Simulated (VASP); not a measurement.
# MgZr2N (R-3m) in VASP: further runs

MgZr2N is run at these levels: PBE; tasks: single point.

All numbers are computed with VASP 6.6.1; they aren't measurements. Logs are shortened: lines on timing, memory, paths and dates and some standing lists are left out, and cuts for length are marked.

### 1 The cell of the first run

The structure is trigonal, space group R-3m (No. 166). The conventional cell has a = 5.385 Å, b = 5.385 Å, c = 10.495 Å, α = 90.00°, β = 90.00°, γ = 120.00°. Mg (site symmetry -3m) has 8 Zr at 3.12 to 3.30 Å and 6 N at 3.57 Å within 4.1 Å. Within 2.6 Å of Zr (site symmetry 3m) lie 1 N at 1.95 Å. N (site symmetry -3m) has 2 Zr at 1.95 Å within 2.6 Å.

The cell was generated, and may not be a known phase.

### 2 Single point, PBE

INCAR

```
SYSTEM = MgZr2N
  PREC = Accurate
  ENCUT = 840
  EDIFF = 1E-6
  ISMEAR = 0
  SIGMA = 0.1
  LREAL = .False.
  LASPH = .True.
  NELM = 120
  ALGO = Normal
  ISIF = 2
  LWAVE = .False.
  LCHARG = .True.
  GGA = PE
  LELF = .True.
  LVHAR = .True.
  NBANDS = 28
  GGA_COMPAT = .False.
```

KPOINTS

```
Automatic mesh
0
Gamma
  6 6 6
  0 0 0
```

POSCAR

```
MgZr2N
1.0
    2.6926073895      1.5545775995      3.4982332116
   -2.6926073895      1.5545775995      3.4982332116
    0.0000000000     -3.1091552040      3.4982332095
Mg Zr N
1 2 1
Direct
    0.5000000000      0.5000000000      0.5000000000
    0.8140125626      0.8140125626      0.8140125626
    0.1859874374      0.1859874374      0.1859874374
    0.0000000000      0.0000000000      0.0000000000
```

Potentials or basis: VASP PAW PBE potentials, release 64 (Mg_sv, Zr_sv, N).

The run is started by

```bash
$ cat potpaw_PBE.64/Mg_sv/POTCAR potpaw_PBE.64/Zr_sv/POTCAR potpaw_PBE.64/N/POTCAR > POTCAR
$ mpirun -np 1 vasp_std > vasp.out
```

OUTCAR:

```text
SYSTEM = MgZr2N
   PREC = Accurate
   ENCUT = 840
   EDIFF = 1E-6
   ISMEAR = 0
   LREAL = .False.
   LASPH = .True.
   NELM = 120
   ISIF = 2
   GGA = PE

 ion  position               nearest neighbor table
   1  0.500  0.500  0.500-
   2  0.814  0.814  0.814-   4 1.95   3 3.14   3 3.14   3 3.14
   3  0.186  0.186  0.186-   4 1.95   2 3.14   2 3.14   2 3.14
   4  0.000  0.000  0.000-   2 1.95   3 1.95

  LATTYP: Found a trigonal (rhomboedric) cell.
 ALAT       =     4.6802223953
 COS(alpha) =     0.3380227240

  Lattice vectors:

 A1 = (   2.6926073895,   1.5545775995,   3.4982332116)
 A2 = (  -2.6926073895,   1.5545775995,   3.4982332116)
 A3 = (   0.0000000000,  -3.1091552040,   3.4982332095)

Analysis of symmetry for initial positions (statically):
=====================================================================
 Subroutine PRICEL returns:
 Original cell was already a primitive cell.

 Routine SETGRP: Setting up the symmetry group for a
 trigonal (rhombohedral) supercell.

 Subroutine GETGRP returns: Found 12 space group operations
 (whereof 12 operations were pure point group operations)
 out of a pool of 12 trial point group operations.

The static configuration has the point symmetry D_3d.

Analysis of symmetry for dynamics (positions and initial velocities):
=====================================================================
 Subroutine PRICEL returns:
 Original cell was already a primitive cell.

 Routine SETGRP: Setting up the symmetry group for a
 trigonal (rhombohedral) supercell.

 Subroutine GETGRP returns: Found 12 space group operations
 (whereof 12 operations were pure point group operations)
 out of a pool of 12 trial point group operations.

The dynamic configuration has the point symmetry D_3d.

 Subroutine INISYM returns: Found 12 space group operations
 (whereof 12 operations are pure point group operations),
 and found     1 'primitive' translations

----------------------------------------------------------------------------------------

                                     Primitive cell

  volume of cell :      87.8588

  direct lattice vectors                    reciprocal lattice vectors
[... 87 lines left out ...]
   LSORBIT =      F    spin-orbit coupling
   LASPH  =      T    aspherical Exc in radial PAW
   ENCUT  =  840.0 eV  61.74 Ry    7.86 a.u.  11.06 11.06 11.06*2*pi/ulx,y,z
   NELM   =    120;   NELMIN=  2; NELMDL= -5     # of ELM steps
   EDIFF  = 0.1E-05   stopping-criterion for ELM
   LREAL  =      F    real-space projection
   EDIFFG = 0.1E-04   stopping-criterion for IOM
   NSW    =      0    number of steps for IOM
   IBRION =     -1    ionic relax: 0-MD 1-quasi-New 2-CG
   NFREE  =      0    steps in history (QN), initial steepest desc. (CG)
   ISIF   =      2    stress and relaxation
   ISYM   =      2    0-nonsym 1-usesym 2-fastsym
   POTIM  = 0.5000    time-step for ionic-motion
   TEBEG  =    0.0;   TEEND  =   0.0 temperature during run
   PSTRESS=    0.0 pullay stress
   NELECT =      39.0000    total number of electrons
   NUPDOWN=      -1.0000    fix difference up-down
   EMIN   =  10.00;   EMAX   =-10.00  energy-range for DOS
   EFERMI =   0.00;   METHOD = LEGACY
   ISMEAR =     0;   SIGMA  =   0.10  broadening in eV -4-tet -1-fermi 0-gaus
   EFERMI_NEDOS =   21; number of points for ismear=-14 and -15
   IALGO  =     38    algorithm
   IMIX   =      4    mixing-type and parameters
     AMIX     =   0.40;   BMIX     =  1.00
     AMIX_MAG =   1.60;   BMIX_MAG =  1.00
  volume/ion in A,a.u.               =      21.96       148.23
  Fermi-wavevector in a.u.,A,eV,Ry     =   1.248824  2.359935 21.219119  1.559561
  Thomas-Fermi vector in A             =   2.382893
   LORBIT       =      0    0 simple, 1 ext, 2 COOP (PROOUT), +10 PAW based schemes
   GGA     = PE    functional components
   LHFCALC =     F    Hartree Fock is set to
   AEXX    =    0.0000 exact exchange contribution
   IVDW    =     0    specifies the selected vdW correction
   LEPSILON=     F    determine dielectric tensor
   LRPA    =     F    only Hartree local field effects (RPA)
 non-spin polarized calculation
 Gauss-broadening in eV      SIGMA  =   0.10
  energy-cutoff  :      840.00
  volume of cell :       87.86
 maximum number of plane-waves:      4882
 NGX is ok and might be reduce to    48
   NGX = 23   NGY = 23   NGZ = 23

 number of electron      39.0000003 magnetization

 Free energy of the ion-electron system (eV)
  ---------------------------------------------------
  ext. energy  EPLUGINS =         0.00000000
  ---------------------------------------------------
  free energy    TOTEN  =       -25.99111014 eV

  energy without entropy =      -25.97789467  energy(sigma->0) =      -25.98450241

 E-fermi :   5.5819     XC(G=0):  -9.7531

 val. band max:        5.5615334112   @ k =   0.3333   0.3333   0.3333
 cond. band min:       5.5989317704   @ k =   0.5000   0.1667   0.0000
 fundamental gap:      0.0373983593
 Fermi energy:         5.5819328471

 k-point     1 :       0.0000    0.0000    0.0000
  band No.  band energies     occupation
      1     -69.8948      2.00000
      2     -43.5124      2.00000
      3     -43.4200      2.00000
      4     -36.7212      2.00000
      5     -36.6235      2.00000
      6     -36.6235      2.00000
[... 733 lines left out ...]
     27       9.3655      0.00000
     28       9.4766      0.00000

 [... further k-points ...]

------------------------ aborting loop because EDIFF is reached ----------------------------------------

  FORCE on cell =-STRESS in cart. coord.  units (eV):
  Direction    XX          YY          ZZ          XY          YZ          ZX
  --------------------------------------------------------------------------------------
  -------------------------------------------------------------------------------------
  Total        0.0233224      0.0233224     -0.0700009      0.0000000      0.0000000     -0.0000000
  in kB        0.4253038      0.4253038     -1.2765237      0.0000000      0.0000000     -0.0000000
  external PRESSURE =      -0.1419720 kB  Pullay stress =       0.0000000 kB

 VOLUME and BASIS-vectors are now :
 -----------------------------------------------------------------------------
  energy-cutoff  :      840.00
  volume of cell :       87.86
      direct lattice vectors                 reciprocal lattice vectors
     2.692607390  1.554577599  3.498233212     0.185693615  0.107210259  0.095286195
    -2.692607390  1.554577599  3.498233212    -0.185693615  0.107210259  0.095286195
     0.000000000 -3.109155204  3.498233209     0.000000000 -0.214420517  0.095286195

 POSITION                                       TOTAL-FORCE (eV/Angst)
 -----------------------------------------------------------------------------------
      0.00000     -0.00000      5.24735         0.000000      0.000000     -0.000000
      0.00000     -0.00000      8.54282        -0.000000      0.000000     -0.032043
      0.00000     -0.00000      1.95188        -0.000000     -0.000000      0.032043
      0.00000      0.00000      0.00000        -0.000000      0.000000      0.000000
 -----------------------------------------------------------------------------------
    total drift:                                0.000000      0.000000     -0.000000

  FREE ENERGIE OF THE ION-ELECTRON SYSTEM (eV)
  ---------------------------------------------------
  free  energy   TOTEN  =       -25.9911101422 eV

  energy  without entropy=      -25.9778946731  energy(sigma->0) =      -25.98450241
```

Run time: 88 s. Hardware: 1 thread of Intel Xeon 6975P-C (Granite Rapids), shared host; peak memory 0.42 GiB.

What came out:

- Free energy: -25.9911 eV
- Pressure: 0.0 GPa
- Largest force: 0.032 eV/Å
- Band gap on the k mesh: zero (an odd number of electrons rules out a gap without spin polarisation)

Forces in eV/Å, atoms in the order of the input:
```
Mg   0.000  0.000  0.000
Zr   0.000  0.000 -0.032
Zr   0.000  0.000  0.032
N    0.000  0.000  0.000
```

Stress tensor (GPa, compression positive):
```
 0.04  0.00  0.00
 0.00  0.04  0.00
 0.00  0.00 -0.13
```

### 3 Single point, PBE, collinear spin

INCAR

```
SYSTEM = MgZr2N
ALGO = Normal
EDIFF = 1E-6
ENCUT = 840
GGA = PE
GGA_COMPAT = .False.
ISIF = 2
ISMEAR = 0
ISPIN = 2
LASPH = .True.
LCHARG = .False.
LMAXMIX = 4
LORBIT = 11
LREAL = .False.
LWAVE = .False.
MAGMOM = 0 1 1 0
NBANDS = 32
NELM = 200
PREC = Accurate
SIGMA = 0.1
```

KPOINTS

```
k-points
0
Gamma
  6 6 6
  0 0 0
```

POSCAR

```
MgZr2N
1.0
    2.6926073895      1.5545776012      3.4982332109
   -2.6926073895      1.5545776012      3.4982332109
    0.0000000000     -3.1091552023      3.4982332109
Mg Zr N
1 2 1
Direct
    0.5000000000      0.5000000000      0.5000000000
    0.8140125626      0.8140125626      0.8140125626
    0.1859874374      0.1859874374      0.1859874374
    0.0000000000      0.0000000000      0.0000000000
```

Potentials or basis: VASP PAW PBE potentials, release 64 (Mg_sv, Zr_sv, N).

The run is started by

```bash
$ cat potpaw_PBE.64/Mg_sv/POTCAR potpaw_PBE.64/Zr_sv/POTCAR potpaw_PBE.64/N/POTCAR > POTCAR
$ mpirun -np 1 vasp_std > vasp.out
```

Wall time 5.4 min (1 thread of Intel Xeon Platinum 8259CL at 2.50GHz (Skylake/Cascade Lake), shared host); peak memory 0.58 GiB.

It converged, with:

| Item | Value |
| --- | --- |
| Free energy | -25.9911 eV |
| Pressure | 0.0 GPa |
| Largest force | 0.032 eV/Å |
| Net moment | 0.00 μB per cell |
| Valence electrons inside the program's atomic spheres | Mg 8.14; Zr 9.93; N 3.63 |

Forces in eV/Å, atoms in the order of the input:
```
Mg   0.000  0.000  0.000
Zr   0.000  0.000 -0.032
Zr   0.000  0.000  0.032
N    0.000  0.000  0.000
```

Stress tensor (GPa, compression positive):
```
 0.04  0.00  0.00
 0.00  0.04  0.00
 0.00  0.00 -0.13
```

Levels at points of the mesh, in eV from the Fermi level:
Spin up:
```
           k point  band 17  band 18  band 19  band 20  band 21  band 22
(0.00, 0.00, 0.00)    -3.92     0.03     0.03     0.49     0.49     1.20
(0.50, 0.00, 0.00)    -2.20    -1.74    -0.49    -0.22    -0.08     1.64
(0.50, 0.50, 0.00)    -2.92    -1.10    -0.81    -0.60     0.58     0.95
(0.50, 0.50, 0.50)    -3.31    -1.36    -1.07    -1.07     0.57     0.57
```
Spin down:
```
           k point  band 16  band 17  band 18  band 19  band 20  band 21  band 22  band 23
(0.00, 0.00, 0.00)    -4.02    -3.92     0.03     0.03     0.49     0.49     1.20     1.20
(0.50, 0.00, 0.00)    -3.70    -2.20    -1.74    -0.49    -0.22    -0.08     1.64     1.78
(0.50, 0.50, 0.00)    -3.29    -2.92    -1.10    -0.81    -0.60     0.58     0.95     1.41
(0.50, 0.50, 0.50)    -3.31    -3.31    -1.36    -1.07    -1.07     0.57     0.57     1.23
```

The gap in the log of VASP goes by the Fermi energy; the results here count the filled bands.